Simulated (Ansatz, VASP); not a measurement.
**One calculation of Te, two programs**

```
Te
1.0
     6.13307    0.00000    0.00000
     0.00000    6.13307    0.00000
     0.00000    0.00000    6.13307
Te
8
Direct
  0.00000 0.00000 0.00000
  0.50000 0.50000 0.50000
  0.25000 0.00000 0.50000
  0.75000 0.00000 0.50000
  0.50000 0.25000 0.00000
  0.50000 0.75000 0.00000
  0.00000 0.50000 0.25000
  0.00000 0.50000 0.75000
```

Alike in both runs: task relaxation of cell and atoms; functional BLYP; k mesh 4 × 4 × 4; occupations fermi-dirac, width 0.1 eV; no spin polarisation.

|  | VASP | Ansatz |
| --- | --- | --- |
| version | VASP 6.6.1 | Ansatz 0.2.0 |
| potentials or method | VASP PAW PBE potentials, release 64 (Te), cutoff 600 eV | plane waves (420 eV) with PAW, scalar-relativistic |
| valence electrons in the cell | 48 | 128 |

Ansatz gave:

```
relaxed volume (Å³/atom)                                        : 33.05
relaxed length of the cell vector where the two differ most in proportion (Å) : 6.418
```

Task: Which values does VASP return?

Result: Relaxed volume (Å³/atom): 33.11; relaxed length of the cell vector where the two differ most in proportion (Å): 6.422.

VASP's potentials were made for PBE, not for BLYP. VASP's potentials hold 48 valence electrons a cell and Ansatz's 128, so a difference there can come from the potentials and not from the codes.

Spin-orbit coupling is off throughout. Noted on VASP's run: too few bands were computed for a metal, which touches its energy and stress.
